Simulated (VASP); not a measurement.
Input of a VASP 6.6.1 run:

The input INCAR:

```
PREC     = Accurate       # precision mode
ENCUT    = 600            # plane-wave cutoff, eV
EDIFF    = 1E-6           # SCF threshold, eV
ISMEAR   = -1             # smearing method
SIGMA    = 0.05           # smearing width, eV
LREAL    = False          # projectors in reciprocal space
LASPH    = True           # aspherical terms in the spheres
NELM     = 80             # most SCF steps
ALGO     = Normal         # electronic algorithm
ISIF     = 3              # what is computed and relaxed
LWAVE    = False          # write WAVECAR
LCHARG   = False          # write CHGCAR
IBRION   = 2              # ionic algorithm
NSW      = 60             # ionic steps
EDIFFG   = -0.01          # ionic threshold
```

KPOINTS

```
regular mesh
0
Gamma
  11 11 16
```

POSCAR

```
B
1.0
    2.3461100000      0.0000000000      0.0000000000
    0.0000000000      2.3461100000      0.0000000000
    0.0000000000      0.0000000000      1.5857900000
B
1
Direct
    0.5000000000      0.5000000000      0.5000000000
```

Potentials or basis: VASP PAW LDA potentials, release 64 (B).

Launch:

```bash
$ cat potpaw_LDA.64/B/POTCAR > POTCAR
$ mpirun -np 1 vasp_std > vasp.out
```

Problem. Estimate the space group after relaxing (to 0.05 Å).

Solution. P4/mmm (No. 123).

Problem. Predict the relaxed cell.

Solution. a = 2.278 Å, b = 2.278 Å, c = 1.576 Å, α = 90.00°, β = 90.00°, γ = 90.00°.

Problem. Predict the relaxed volume.

Solution. 8.18 Å³/atom.

Stress tensor (GPa, compression positive):
```
 0.04  0.00  0.00
 0.00  0.04  0.00
 0.00  0.00 -0.11
```
